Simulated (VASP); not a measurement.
# MgO (P2_1) in VASP: single point with PBE

Aim: the single point of MgO with PBE.

All numbers are computed with VASP 6.6.1; they aren't measurements. Logs are shortened: lines on timing, memory, paths and dates and some standing lists are left out, and cuts for length are marked.

**1. The cell of the first run**

The structure is monoclinic, space group P2_1 (No. 4). Conventional cell: a = 3.417 Å, b = 4.154 Å, c = 3.453 Å, α = 90.00°, β = 119.43°, γ = 90.00°. Mg (site symmetry 1) has 5 O at 1.85 to 2.17 Å within 2.5 Å. O (site symmetry 1) has 5 Mg at 1.85 to 2.17 Å within 2.5 Å.

**2. Single point, PBE (strained and its atoms moved)**

The input, INCAR:

```
ALGO     = Normal         # electronic algorithm
EDIFF    = 1E-6           # SCF threshold, eV
ENCUT    = 520            # plane-wave cutoff, eV
GGA      = PE             # functional
ISIF     = 2              # what is computed and relaxed
ISMEAR   = 0              # smearing method
LASPH    = T              # aspherical terms in the spheres
LCHARG   = F              # write CHGCAR
LREAL    = F              # projectors in reciprocal space
LWAVE    = F              # write WAVECAR
NBANDS   = 16             # bands
NELM     = 80             # most SCF steps
PREC     = Accurate       # precision mode
SIGMA    = 0.02           # smearing width, eV
```

The input, KPOINTS:

```
k-points
0
Gamma
  9 9 6
```

The input, POSCAR:

```
MgO
1.0
    3.4168594881      0.0070076195      0.0000000000
   -1.7023609676      3.0036202406      0.0000000000
    0.0000000000      0.0000000000      4.1535996789
Mg O
2 2
Direct
    0.7028158814      0.3580306763      0.7593970828
    0.2971841186      0.6419693237      0.2593970828
    0.6247497950      0.3456448736      0.2406029172
    0.3752502050      0.6543551264      0.7406029172
```

Potentials or basis: VASP PAW PBE potentials, release 64 (Mg, O).

On the command line:

```
cat potpaw_PBE.64/Mg/POTCAR potpaw_PBE.64/O/POTCAR > POTCAR
mpirun -np 1 vasp_std > vasp.out
```

OUTCAR:

```text
EDIFF = 1E-6
   ENCUT = 520
   GGA = PE
   ISIF = 2
   ISMEAR = 0
   LASPH = T
   LREAL = F
   NELM = 80
   PREC = Accurate

 ion  position               nearest neighbor table
   1  0.703  0.358  0.759-   4 1.85   4 2.01   3 2.01   4 2.12   3 2.17   2 2.73   2 2.73   2 2.92
                             2 2.92   2 3.00   2 3.00
   2  0.297  0.642  0.259-   3 1.85   3 2.01   4 2.01   3 2.12   4 2.17   1 2.73   1 2.73   1 2.92
                             1 2.92   1 3.00   1 3.00
   3  0.625  0.346  0.241-   2 1.85   2 2.01   1 2.01   2 2.12   1 2.17
   4  0.375  0.654  0.741-   1 1.85   1 2.01   2 2.01   1 2.12   2 2.17

  LATTYP: Found a simple monoclinic cell.
 ALAT       =     3.4168666740
 B/A-ratio  =     1.2156165502
 C/A-ratio  =     1.0104291288
 COS(beta)  =    -0.4912951475

  Lattice vectors:

 A1 = (   3.4168594881,   0.0070076195,   0.0000000000)
 A2 = (   0.0000000000,   0.0000000000,  -4.1535996789)
 A3 = (  -1.7023609676,   3.0036202406,   0.0000000000)

Analysis of symmetry for initial positions (statically):
=====================================================================
 Subroutine PRICEL returns:
 Original cell was already a primitive cell.

 Routine SETGRP: Setting up the symmetry group for a
 simple monoclinic supercell.

 Subroutine GETGRP returns: Found  2 space group operations
 (whereof  1 operations were pure point group operations)
 out of a pool of  4 trial point group operations.

The static configuration has the point symmetry C_1 .
 The point group associated with its full space group is C_2 .

Analysis of symmetry for dynamics (positions and initial velocities):
=====================================================================
 Subroutine PRICEL returns:
 Original cell was already a primitive cell.

 Routine SETGRP: Setting up the symmetry group for a
 simple monoclinic supercell.

 Subroutine GETGRP returns: Found  2 space group operations
 (whereof  1 operations were pure point group operations)
 out of a pool of  4 trial point group operations.

The dynamic configuration has the point symmetry C_1 .
 The point group associated with its full space group is C_2 .

 Subroutine INISYM returns: Found  2 space group operations
 (whereof  1 operations are pure point group operations),
 and found     1 'primitive' translations

----------------------------------------------------------------------------------------

                                     Primitive cell

  volume of cell :      42.6777

  direct lattice vectors                    reciprocal lattice vectors
     3.416859488  0.007007620  0.000000000     0.292326614  0.165681870  0.000000000
    -1.702360968  3.003620241  0.000000000    -0.000682015  0.332545024  0.000000000
     0.000000000  0.000000000  4.153599679     0.000000000  0.000000000  0.240755026

  length of vectors
     3.416866674  3.452501617  4.153599679     0.336013885  0.332545723  0.240755026

  position of ions in fractional coordinates (direct lattice)
     0.702815881  0.358030676  0.759397083
     0.297184119  0.641969324  0.259397083
     0.624749795  0.345644874  0.240602917
     0.375250205  0.654355126  0.740602917

  ion indices of the primitive-cell ions
   primitive index   ion index
                 1           1
                 2           2
                 3           3
                 4           4

----------------------------------------------------------------------------------------

 KPOINTS: k-points

Automatic generation of k-mesh.
 Grid dimensions read from file:
 generate k-points for:    9    9    6

 Generating k-lattice:

  Cartesian coordinates                     Fractional coordinates (reciprocal lattice)
     0.032480735  0.018409097  0.000000000     0.111111111  0.000000000  0.000000000
    -0.000075779  0.036949447  0.000000000     0.000000000  0.111111111  0.000000000
     0.000000000  0.000000000  0.040125838     0.000000000  0.000000000  0.166666667

  Length of vectors
     0.037334876  0.036949525  0.040125838

  Shift w.r.t. Gamma in fractional coordinates (k-lattice)
     0.000000000  0.000000000  0.000000000

 Subroutine IBZKPT returns following result:
 ===========================================

 Found    164 irreducible k-points:

 Following reciprocal coordinates:
            Coordinates               Weight
  0.000000  0.000000  0.000000      1.000000
  0.111111  0.000000  0.000000      2.000000
  0.222222  0.000000  0.000000      2.000000
  0.333333  0.000000  0.000000      2.000000
  0.444444  0.000000  0.000000      2.000000
  0.000000  0.111111  0.000000      2.000000
[... 16 lines left out ...]
 -0.111111  0.222222  0.000000      2.000000
  0.000000  0.333333  0.000000      2.000000
 [... further k-points ...]
   k-points           NKPTS =    164   k-points in BZ     NKDIM =    164   number of bands    NBANDS=     16
   number of dos      NEDOS =    301   number of ions     NIONS =      4
   total plane-waves  NPLWV =  25088
   dimension x,y,z NGX =    28 NGY =   28 NGZ =   32
   dimension x,y,z NGXF=    56 NGYF=   56 NGZF=   64
   ions per type =               2   2
   NGX,Y,Z   is equivalent  to a cutoff of  13.62, 13.48, 12.81 a.u.
   NGXF,Y,Z  is equivalent  to a cutoff of  27.25, 26.97, 25.62 a.u.
 SYSTEM =  unknown system
   PREC   = accura    normal or accurate (medium, high low for compatibility)
   ISTART =      0    job   : 0-new  1-cont  2-samecut
   ICHARG =      2    charge: 1-file 2-atom 10-const
   ISPIN  =      1    spin polarized calculation?
   LNONCOLLINEAR =      F non collinear calculations
   LSORBIT =      F    spin-orbit coupling
   LASPH  =      T    aspherical Exc in radial PAW
   ENCUT  =  520.0 eV  38.22 Ry    6.18 a.u.   6.35  6.42  7.72*2*pi/ulx,y,z
   NELM   =     80;   NELMIN=  2; NELMDL= -5     # of ELM steps
   EDIFF  = 0.1E-05   stopping-criterion for ELM
   LREAL  =      F    real-space projection
   EDIFFG = 0.1E-04   stopping-criterion for IOM
   NSW    =      0    number of steps for IOM
   IBRION =     -1    ionic relax: 0-MD 1-quasi-New 2-CG
   NFREE  =      0    steps in history (QN), initial steepest desc. (CG)
   ISIF   =      2    stress and relaxation
   ISYM   =      2    0-nonsym 1-usesym 2-fastsym
   POTIM  = 0.5000    time-step for ionic-motion
   TEBEG  =    0.0;   TEEND  =   0.0 temperature during run
   PSTRESS=    0.0 pullay stress
   NELECT =      16.0000    total number of electrons
   NUPDOWN=      -1.0000    fix difference up-down
   EMIN   =  10.00;   EMAX   =-10.00  energy-range for DOS
   EFERMI =   0.00;   METHOD = LEGACY
   ISMEAR =     0;   SIGMA  =   0.02  broadening in eV -4-tet -1-fermi 0-gaus
   EFERMI_NEDOS =   21; number of points for ismear=-14 and -15
   IALGO  =     38    algorithm
   IMIX   =      4    mixing-type and parameters
     AMIX     =   0.40;   BMIX     =  1.00
     AMIX_MAG =   1.60;   BMIX_MAG =  1.00
  volume/ion in A,a.u.               =      10.67        72.00
  Fermi-wavevector in a.u.,A,eV,Ry     =   1.180450  2.230728 18.959215  1.393463
  Thomas-Fermi vector in A             =   2.316742
   LORBIT       =      0    0 simple, 1 ext, 2 COOP (PROOUT), +10 PAW based schemes
   GGA     = PE    functional components
   LHFCALC =     F    Hartree Fock is set to
   AEXX    =    0.0000 exact exchange contribution
   IVDW    =     0    specifies the selected vdW correction
   LEPSILON=     F    determine dielectric tensor
   LRPA    =     F    only Hartree local field effects (RPA)
 non-spin polarized calculation
 Gauss-broadening in eV      SIGMA  =   0.02
  energy-cutoff  :      520.00
  volume of cell :       42.68
 maximum number of plane-waves:      1174
 NGX is ok and might be reduce to    28
   NGX = 13   NGY = 13   NGZ = 15

 number of electron      15.9999996 magnetization

 Free energy of the ion-electron system (eV)
  ---------------------------------------------------
  ext. energy  EPLUGINS =         0.00000000
  ---------------------------------------------------
  free energy    TOTEN  =       -23.08088701 eV

  energy without entropy =      -23.08088701  energy(sigma->0) =      -23.08088701

 E-fermi :   2.5532     XC(G=0): -10.2090

 val. band max:        2.3672065405   @ k =   0.0000   0.0000   0.0000
 cond. band min:       5.6994627513   @ k =   0.0000   0.0000   0.0000
 fundamental gap:      3.3322562109
 Fermi energy:         2.5532335059

 k-point     1 :       0.0000    0.0000    0.0000
  band No.  band energies     occupation
      1     -14.8607      2.00000
      2     -13.3367      2.00000
      3      -1.5479      2.00000
      4       0.2172      2.00000
      5       0.7687      2.00000
      6       1.0676      2.00000
[... 8 lines left out ...]
     15      18.2677      0.00000
     16      18.7691      0.00000

 k-point     2 :       0.1111    0.0000    0.0000
  band No.  band energies     occupation
      1     -14.8003      2.00000
      2     -13.3383      2.00000
      3      -1.4583      2.00000
      4       0.0661      2.00000
      5       0.4925      2.00000
      6       0.9177      2.00000
[... 8 lines left out ...]
     15      17.6397      0.00000
     16      18.5608      0.00000

 k-point     3 :       0.2222    0.0000    0.0000
  band No.  band energies     occupation
      1     -14.6376      2.00000
      2     -13.3500      2.00000
      3      -1.2080      2.00000
      4      -0.5665      2.00000
      5       0.1474      2.00000
      6       0.6990      2.00000
[... 8 lines left out ...]
     15      16.5068      0.00000
     16      18.5639      0.00000
[... 362 lines left out ...]
 k-point    23 :      -0.1111    0.2222    0.0000
  band No.  band energies     occupation
      1     -14.6679      2.00000
      2     -13.3826      2.00000
      3      -1.2448      2.00000
      4      -0.0933      2.00000
      5       0.1475      2.00000
      6       0.9999      2.00000
[... 8 lines left out ...]
     15      17.0105      0.00000
     16      17.8921      0.00000

 k-point    24 :       0.0000    0.3333    0.0000
  band No.  band energies     occupation
      1     -14.4193      2.00000
      2     -13.4377      2.00000
      3      -1.0900      2.00000
      4      -0.8085      2.00000
      5      -0.0193      2.00000
      6       0.5060      2.00000
[... 8 lines left out ...]
     15      17.3057      0.00000
     16      18.6492      0.00000

 [... further k-points ...]

------------------------ aborting loop because EDIFF is reached ----------------------------------------

  FORCE on cell =-STRESS in cart. coord.  units (eV):
  Direction    XX          YY          ZZ          XY          YZ          ZX
  --------------------------------------------------------------------------------------
  -------------------------------------------------------------------------------------
  Total        5.4517151      0.7971157      3.4273148     -2.6118321      0.0000000      0.0000000
  in kB      204.6644601     29.9247575    128.6658464    -98.0515654      0.0000000      0.0000000
  external PRESSURE =     121.0850213 kB  Pullay stress =       0.0000000 kB

 VOLUME and BASIS-vectors are now :
 -----------------------------------------------------------------------------
  energy-cutoff  :      520.00
  volume of cell :       42.68
      direct lattice vectors                 reciprocal lattice vectors
     3.416859488  0.007007620  0.000000000     0.292326614  0.165681870  0.000000000
    -1.702360968  3.003620241  0.000000000    -0.000682015  0.332545024  0.000000000
     0.000000000  0.000000000  4.153599679     0.000000000  0.000000000  0.240755026

 POSITION                                       TOTAL-FORCE (eV/Angst)
 -----------------------------------------------------------------------------------
      1.79193      1.08031      3.15423         0.477620     -1.370266     -0.381782
     -0.07743      1.93031      1.07743        -0.477620      1.370266     -0.381782
      1.54627      1.04256      0.99937         2.285413     -1.290921      0.381782
      0.16823      1.96806      3.07617        -2.285413      1.290921      0.381782
 -----------------------------------------------------------------------------------
    total drift:                               -0.000000     -0.000000     -0.000171

  FREE ENERGIE OF THE ION-ELECTRON SYSTEM (eV)
  ---------------------------------------------------
  free  energy   TOTEN  =       -23.0808870111 eV

  energy  without entropy=      -23.0808870111  energy(sigma->0) =      -23.08088701
```

It took 2.3 min on 1 thread of Intel Xeon 8259CL, shared host; peak memory 0.24 GiB.

Results:

| Item | Value |
| --- | --- |
| Free energy | -23.0809 eV |
| Pressure | 12.1 GPa |
| Largest force | 2.652 eV/Å |
| Band gap on the k mesh | 3.33 eV |

Forces on the atoms (eV/Å):
```
Mg   0.478 -1.370 -0.382
Mg  -0.478  1.370 -0.382
O    2.285 -1.291  0.382
O   -2.285  1.291  0.382
```

Caveat: the cell differs from its parent crystal (strained and its atoms moved); the cell stands under pressure; an odd mesh through Γ misses points on the zone boundary, where band edges can lie; forces of over 1 eV/Å act on the atoms, so gaps and moduli don't describe the material at rest.
